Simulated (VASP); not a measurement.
# Ti (I4/mmm) in VASP: notebook

The runs below take Ti through electric field gradients, with PBE.

Everything below comes from runs of VASP 6.6.1. Logs are shortened: lines on timing, memory, paths and dates and some standing lists are left out, and cuts for length are marked.

**1. The cell of the first run**

Symmetry: I4/mmm, No. 139, tetragonal system. Conventional cell: a = 3.282 Å, b = 3.282 Å, c = 3.249 Å, α = 90.00°, β = 90.00°, γ = 90.00°. Ti (site symmetry 4/mmm) has 14 Ti at 2.83 to 3.28 Å within 3.7 Å.

**2. Electric field gradients, PBE (zz strain of -1 %)**

File INCAR:

```
SYSTEM = Ti
PREC     = Accurate       ! precision mode
ENCUT    = 520            ! plane-wave cutoff, eV
EDIFF    = 1E-8           ! SCF threshold, eV
ISMEAR   = -1             ! smearing method
SIGMA    = 0.05           ! smearing width, eV
LREAL    = .False.        ! projectors in reciprocal space
LASPH    = .True.         ! aspherical terms in the spheres
NELM     = 60             ! most SCF steps
ALGO     = Normal         ! electronic algorithm
ISIF     = 2              ! what is computed and relaxed
LWAVE    = .False.        ! write WAVECAR
LCHARG   = .False.        ! write CHGCAR
GGA      = PE             ! functional
LEFG     = .True.       
NBANDS   = 12             ! bands
```

File KPOINTS:

```
regular mesh
0
Gamma
  14 14 14
  0 0 0
```

File POSCAR:

```
Ti
1.0
   -1.6410000000      1.6410000000      1.6245900000
    1.6410000000     -1.6410000000      1.6245900000
    1.6410000000      1.6410000000     -1.6245900000
Ti
1
Direct
    0.0000000000      0.0000000000      0.0000000000
```

Potentials or basis: VASP PAW PBE potentials, release 64 (Ti_sv).

Started as:

```bash
$ cat potpaw_PBE.64/Ti_sv/POTCAR > POTCAR
$ mpirun -np 1 vasp_std > vasp.out
```

OUTCAR:

```text
SYSTEM = Ti
   PREC = Accurate
   ENCUT = 520
   EDIFF = 1E-8
   ISMEAR = -1
   LREAL = .False.
   LASPH = .True.
   NELM = 60
   ISIF = 2
   GGA = PE

 ion  position               nearest neighbor table
   1  0.000  0.000  0.000-

  LATTYP: Found a body centered tetragonal cell.
 ALAT       =     3.2820000000
 C/A-ratio  =     0.9900000000

  Lattice vectors:

 A1 = (  -1.6410000000,   1.6410000000,   1.6245900000)
 A2 = (   1.6410000000,  -1.6410000000,   1.6245900000)
 A3 = (   1.6410000000,   1.6410000000,  -1.6245900000)

Analysis of symmetry for initial positions (statically):
=====================================================================
 Subroutine PRICEL returns:
 Original cell was already a primitive cell.

 Routine SETGRP: Setting up the symmetry group for a
 body centered tetragonal supercell.

 Subroutine GETGRP returns: Found 16 space group operations
 (whereof 16 operations were pure point group operations)
 out of a pool of 16 trial point group operations.

The static configuration has the point symmetry D_4h.

Analysis of symmetry for dynamics (positions and initial velocities):
=====================================================================
 Subroutine PRICEL returns:
 Original cell was already a primitive cell.

 Routine SETGRP: Setting up the symmetry group for a
 body centered tetragonal supercell.

 Subroutine GETGRP returns: Found 16 space group operations
 (whereof 16 operations were pure point group operations)
 out of a pool of 16 trial point group operations.

The dynamic configuration has the point symmetry D_4h.

 Subroutine INISYM returns: Found 16 space group operations
 (whereof 16 operations are pure point group operations),
 and found     1 'primitive' translations

----------------------------------------------------------------------------------------

                                     Primitive cell

  volume of cell :      17.4993

  direct lattice vectors                    reciprocal lattice vectors
    -1.641000000  1.641000000  1.624590000     0.000000000  0.304692261  0.307769960
     1.641000000 -1.641000000  1.624590000     0.304692261  0.000000000  0.307769960
     1.641000000  1.641000000 -1.624590000     0.304692261  0.304692261  0.000000000

  length of vectors
     2.832852744  2.832852744  2.832852744     0.433081658  0.433081658  0.430899928

  position of ions in fractional coordinates (direct lattice)
     0.000000000  0.000000000  0.000000000

  ion indices of the primitive-cell ions
   primitive index   ion index
                 1           1

----------------------------------------------------------------------------------------

 KPOINTS: regular mesh

Automatic generation of k-mesh.
 Grid dimensions read from file:
 generate k-points for:   14   14   14

 Generating k-lattice:

  Cartesian coordinates                     Fractional coordinates (reciprocal lattice)
     0.000000000  0.021763733  0.021983569     0.071428571 -0.000000000  0.000000000
     0.021763733  0.000000000  0.021983569    -0.000000000  0.071428571  0.000000000
     0.021763733  0.021763733  0.000000000     0.000000000  0.000000000  0.071428571

  Length of vectors
     0.030934404  0.030934404  0.030778566

  Shift w.r.t. Gamma in fractional coordinates (k-lattice)
     0.000000000  0.000000000  0.000000000

 Subroutine IBZKPT returns following result:
 ===========================================

 Found    244 irreducible k-points:

 Following reciprocal coordinates:
            Coordinates               Weight
  0.000000  0.000000  0.000000      1.000000
  0.071429 -0.000000  0.000000      8.000000
  0.142857 -0.000000  0.000000      8.000000
  0.214286 -0.000000  0.000000      8.000000
  0.285714 -0.000000  0.000000      8.000000
  0.357143 -0.000000  0.000000      8.000000
[... 16 lines left out ...]
  0.214286  0.142857  0.000000     16.000000
  0.285714  0.142857  0.000000     16.000000
 [... further k-points ...]
   k-points           NKPTS =    244   k-points in BZ     NKDIM =    244   number of bands    NBANDS=     12
   number of dos      NEDOS =    301   number of ions     NIONS =      1
   total plane-waves  NPLWV =  13824
   dimension x,y,z NGX =    24 NGY =   24 NGZ =   24
   dimension x,y,z NGXF=    48 NGYF=   48 NGZF=   48
   ions per type =               1
   NGX,Y,Z   is equivalent  to a cutoff of  14.08, 14.08, 14.08 a.u.
   NGXF,Y,Z  is equivalent  to a cutoff of  28.17, 28.17, 28.17 a.u.
 SYSTEM =  Ti
   PREC   = accura    normal or accurate (medium, high low for compatibility)
   ISTART =      0    job   : 0-new  1-cont  2-samecut
   ICHARG =      2    charge: 1-file 2-atom 10-const
   ISPIN  =      1    spin polarized calculation?
   LNONCOLLINEAR =      F non collinear calculations
   LSORBIT =      F    spin-orbit coupling
   LASPH  =      T    aspherical Exc in radial PAW
   ENCUT  =  520.0 eV  38.22 Ry    6.18 a.u.   5.27  5.27  5.27*2*pi/ulx,y,z
   NELM   =     60;   NELMIN=  2; NELMDL= -5     # of ELM steps
   EDIFF  = 0.1E-07   stopping-criterion for ELM
   LREAL  =      F    real-space projection
   EDIFFG = 0.1E-06   stopping-criterion for IOM
   NSW    =      0    number of steps for IOM
   IBRION =     -1    ionic relax: 0-MD 1-quasi-New 2-CG
   NFREE  =      0    steps in history (QN), initial steepest desc. (CG)
   ISIF   =      2    stress and relaxation
   ISYM   =      2    0-nonsym 1-usesym 2-fastsym
   POTIM  = 0.5000    time-step for ionic-motion
   TEBEG  =    0.0;   TEEND  =   0.0 temperature during run
   PSTRESS=    0.0 pullay stress
   NELECT =      12.0000    total number of electrons
   NUPDOWN=      -1.0000    fix difference up-down
   EMIN   =  10.00;   EMAX   =-10.00  energy-range for DOS
   EFERMI =   0.00;   METHOD = LEGACY
   ISMEAR =    -1;   SIGMA  =   0.05  broadening in eV -4-tet -1-fermi 0-gaus
   EFERMI_NEDOS =   21; number of points for ismear=-14 and -15
   IALGO  =     38    algorithm
   IMIX   =      4    mixing-type and parameters
     AMIX     =   0.40;   BMIX     =  1.00
     AMIX_MAG =   1.60;   BMIX_MAG =  1.00
  volume/ion in A,a.u.               =      17.50       118.09
  Fermi-wavevector in a.u.,A,eV,Ry     =   1.443649  2.728101 28.356206  2.084122
  Thomas-Fermi vector in A             =   2.562033
   LORBIT       =      0    0 simple, 1 ext, 2 COOP (PROOUT), +10 PAW based schemes
   GGA     = PE    functional components
[... 5 lines left out ...]
 non-spin polarized calculation
  energy-cutoff  :      520.00
  volume of cell :       17.50
 maximum number of plane-waves:       482
 NGX is ok and might be reduce to    24
   NGX = 11   NGY = 11   NGZ = 11

 number of electron      11.9999999 magnetization

 Free energy of the ion-electron system (eV)
  ---------------------------------------------------
  ext. energy  EPLUGINS =         0.00000000
  ---------------------------------------------------
  free energy    TOTEN  =        -7.73228307 eV

  energy without entropy =       -7.71186513  energy(sigma->0) =       -7.72207410

 E-fermi :   8.0003     XC(G=0): -11.4589

 val. band max:        8.0000740054   @ k =   0.3571   0.3571   0.1429
 cond. band min:       8.0021418846   @ k =  -0.1429   0.5000   0.1429
 fundamental gap:      0.0020678791
 Fermi energy:         8.0002785329

 k-point     1 :       0.0000    0.0000    0.0000
  band No.  band energies     occupation
      1     -48.5409      2.00000
      2     -24.4067      2.00000
      3     -24.4056      2.00000
      4     -24.4056      2.00000
      5       2.0713      2.00000
      6       8.9410      0.00000
      7       9.0124      0.00000
      8       9.0124      0.00000
      9      10.6854      0.00000
     10      10.7694      0.00000
     11      25.3068      0.00000
     12      25.3068      0.00000

 k-point     2 :       0.0714   -0.0000    0.0000
  band No.  band energies     occupation
      1     -48.5346      2.00000
      2     -24.4399      2.00000
      3     -24.4161      2.00000
      4     -24.4064      2.00000
      5       2.2452      2.00000
      6       8.8918      0.00000
      7       8.9885      0.00000
      8       9.1077      0.00000
      9      10.6421      0.00000
     10      10.7290      0.00000
     11      25.0953      0.00000
     12      25.3862      0.00000

 k-point     3 :       0.1429   -0.0000    0.0000
  band No.  band energies     occupation
      1     -48.5171      2.00000
      2     -24.5338      2.00000
      3     -24.4454      2.00000
      4     -24.4072      2.00000
      5       2.7467      2.00000
      6       8.6806      0.00000
      7       8.8721      0.00000
      8       9.4683      0.00000
      9      10.4893      0.00000
     10      10.7385      0.00000
     11      24.2093      0.00000
     12      25.0597      0.00000
[... 286 lines left out ...]
 k-point    23 :       0.2143    0.1429    0.0000
  band No.  band energies     occupation
      1     -48.4524      2.00000
      2     -24.8370      2.00000
      3     -24.5469      2.00000
      4     -24.4468      2.00000
      5       4.8097      2.00000
      6       7.9797      1.20288
      7       8.1393      0.11673
      8      10.3277      0.00000
      9      11.0379      0.00000
     10      11.2087      0.00000
     11      20.8730      0.00000
     12      21.9658      0.00000

 k-point    24 :       0.2857    0.1429    0.0000
  band No.  band energies     occupation
      1     -48.4292      2.00000
      2     -24.9327      2.00000
      3     -24.6019      2.00000
      4     -24.4508      2.00000
      5       5.5548      2.00000
      6       7.7494      1.98683
      7       8.0768      0.35596
      8      10.4790      0.00000
      9      11.1311      0.00000
     10      12.0028      0.00000
     11      18.9301      0.00000
     12      21.1594      0.00000

 [... further k-points ...]
[... 5 lines left out ...]
  --------------------------------------------------------------------------------------
  -------------------------------------------------------------------------------------
  Total       -0.1657522     -0.1657522     -0.2023759      0.0000000      0.0000000      0.0000000
  in kB      -15.1757102    -15.1757102    -18.5288533      0.0000000      0.0000000      0.0000000
  external PRESSURE =     -16.2934246 kB  Pullay stress =       0.0000000 kB

 VOLUME and BASIS-vectors are now :
 -----------------------------------------------------------------------------
  energy-cutoff  :      520.00
  volume of cell :       17.50
      direct lattice vectors                 reciprocal lattice vectors
    -1.641000000  1.641000000  1.624590000     0.000000000  0.304692261  0.307769960
     1.641000000 -1.641000000  1.624590000     0.304692261  0.000000000  0.307769960
     1.641000000  1.641000000 -1.624590000     0.304692261  0.304692261  0.000000000

 POSITION                                       TOTAL-FORCE (eV/Angst)
 -----------------------------------------------------------------------------------
      0.00000      0.00000      0.00000         0.000000      0.000000      0.000000
 -----------------------------------------------------------------------------------
    total drift:                                0.000000     -0.000000      0.000000

  FREE ENERGIE OF THE ION-ELECTRON SYSTEM (eV)
  ---------------------------------------------------
  free  energy   TOTEN  =        -7.7322830737 eV

  energy  without entropy=       -7.7118651318  energy(sigma->0) =       -7.72207410

 Electric field gradients (V/A^2)
---------------------------------------------------------------------
 ion       V_xx      V_yy      V_zz      V_xy      V_xz      V_yz
---------------------------------------------------------------------
   1      -0.056    -0.056     0.112     0.000     0.000     0.000
---------------------------------------------------------------------

 Electric field gradients after diagonalization (V/A^2)
 (convention: |V_zz| > |V_xx| > |V_yy|)
----------------------------------------------------------------------
 ion       V_xx      V_yy      V_zz     asymmetry (V_yy - V_xx)/ V_zz
----------------------------------------------------------------------
   1      -0.057    -0.056     0.112       0.008
----------------------------------------------------------------------

           NMR quadrupolar parameters

 Cq : quadrupolar parameter    Cq=e*Q*V_zz/h
 eta: asymmetry parameters     (V_yy - V_xx)/ V_zz
 Q  : nuclear electric quadrupole moment in mb (millibarn)
----------------------------------------------------------------------
 ion       Cq(MHz)       eta       Q (mb)
----------------------------------------------------------------------
   1       0.000       0.008       1.000
----------------------------------------------------------------------
```

Run time: 62 s. Hardware: 1 thread of AMD EPYC 7R43 (Zen 3), shared host; peak memory 0.14 GiB.

What came out:

```yaml
Free_energy: -7.7323 eV
Pressure: -1.6 GPa
Band_gap_on_the_k_mesh: zero (band 6 reaches 8.97 eV, above the bottom of band 7 at 7.37 eV)
```

Stress tensor (GPa, compression positive):
```
-1.52  0.00  0.00
 0.00 -1.52  0.00
 0.00  0.00 -1.85
```

Caveat: the cell differs from its parent crystal (zz strain of -1 %); without QUAD_EFG the Cq values of the log hold for a quadrupole moment of 1 mb, not for the nuclei.

**3. Electric field gradients, PBE (zz strain of +1 %)**

File INCAR:

```
SYSTEM = Ti
ALGO = Normal ; EDIFF = 1E-8
ENCUT = 520 ; GGA = PE
ISIF = 2 ; ISMEAR = -1
LASPH = .True. ; LCHARG = .False.
LEFG = .True. ; LREAL = .False.
LWAVE = .False. ; NBANDS = 12
NELM = 60 ; PREC = Accurate
SIGMA = 0.05
```

File KPOINTS:

```
k-points
0
Gamma
  14 14 14
  0 0 0
```

File POSCAR:

```
Ti
1.0
   -1.6410000000      1.6410000000      1.6574100000
    1.6410000000     -1.6410000000      1.6574100000
    1.6410000000      1.6410000000     -1.6574100000
Ti
1
Direct
    0.0000000000      0.0000000000      0.0000000000
```

Potentials or basis: VASP PAW PBE potentials, release 64 (Ti_sv).

Started as:

```bash
$ cat potpaw_PBE.64/Ti_sv/POTCAR > POTCAR
$ mpirun -np 1 vasp_std > vasp.out
```

OUTCAR:

```text
SYSTEM = Ti
   EDIFF = 1E-8
   ENCUT = 520
   GGA = PE
   ISIF = 2
   ISMEAR = -1
   LASPH = .True.
   LREAL = .False.
   NELM = 60
   PREC = Accurate

 ion  position               nearest neighbor table
   1  0.000  0.000  0.000-

  LATTYP: Found a body centered tetragonal cell.
 ALAT       =     3.2820000000
 C/A-ratio  =     1.0100000000

  Lattice vectors:

 A1 = (  -1.6410000000,   1.6410000000,   1.6574100000)
 A2 = (   1.6410000000,  -1.6410000000,   1.6574100000)
 A3 = (   1.6410000000,   1.6410000000,  -1.6574100000)

Analysis of symmetry for initial positions (statically):
=====================================================================
 Subroutine PRICEL returns:
 Original cell was already a primitive cell.

 Routine SETGRP: Setting up the symmetry group for a
 body centered tetragonal supercell.

 Subroutine GETGRP returns: Found 16 space group operations
 (whereof 16 operations were pure point group operations)
[... 540 lines left out ...]

 VOLUME and BASIS-vectors are now :
 -----------------------------------------------------------------------------
  energy-cutoff  :      520.00
  volume of cell :       17.85
      direct lattice vectors                 reciprocal lattice vectors
    -1.641000000  1.641000000  1.657410000     0.000000000  0.304692261  0.301675506
     1.641000000 -1.641000000  1.657410000     0.304692261  0.000000000  0.301675506
     1.641000000  1.641000000 -1.657410000     0.304692261  0.304692261  0.000000000

 POSITION                                       TOTAL-FORCE (eV/Angst)
 -----------------------------------------------------------------------------------
      0.00000      0.00000      0.00000         0.000000     -0.000000      0.000000
 -----------------------------------------------------------------------------------
    total drift:                               -0.000000      0.000000      0.000000

  FREE ENERGIE OF THE ION-ELECTRON SYSTEM (eV)
  ---------------------------------------------------
  free  energy   TOTEN  =        -7.7266480355 eV

  energy  without entropy=       -7.7057746446  energy(sigma->0) =       -7.71621134

 Electric field gradients (V/A^2)
---------------------------------------------------------------------
 ion       V_xx      V_yy      V_zz      V_xy      V_xz      V_yz
---------------------------------------------------------------------
   1      -0.009    -0.009     0.017     0.001     0.001     0.001
---------------------------------------------------------------------

 Electric field gradients after diagonalization (V/A^2)
 (convention: |V_zz| > |V_xx| > |V_yy|)
----------------------------------------------------------------------
 ion       V_xx      V_yy      V_zz     asymmetry (V_yy - V_xx)/ V_zz
----------------------------------------------------------------------
   1      -0.009    -0.008     0.017       0.076
----------------------------------------------------------------------

           NMR quadrupolar parameters

 Cq : quadrupolar parameter    Cq=e*Q*V_zz/h
 eta: asymmetry parameters     (V_yy - V_xx)/ V_zz
 Q  : nuclear electric quadrupole moment in mb (millibarn)
----------------------------------------------------------------------
 ion       Cq(MHz)       eta       Q (mb)
----------------------------------------------------------------------
   1       0.000       0.076       1.000
----------------------------------------------------------------------
```

Run time: 61 s. Hardware: 1 thread of AMD EPYC 7R43 (Zen 3), shared host; peak memory 0.14 GiB.

Results:

| Property | Result |
| --- | --- |
| Free energy | -7.7266 eV |
| Pressure | -3.6 GPa |
| Band gap on the k mesh | zero (band 6 reaches 8.74 eV, above the bottom of band 7 at 7.17 eV) |

Caveat: the cell differs from its parent crystal (zz strain of +1 %); without QUAD_EFG the Cq values of the log hold for a quadrupole moment of 1 mb, not for the nuclei.

[end of part 1 of 2]
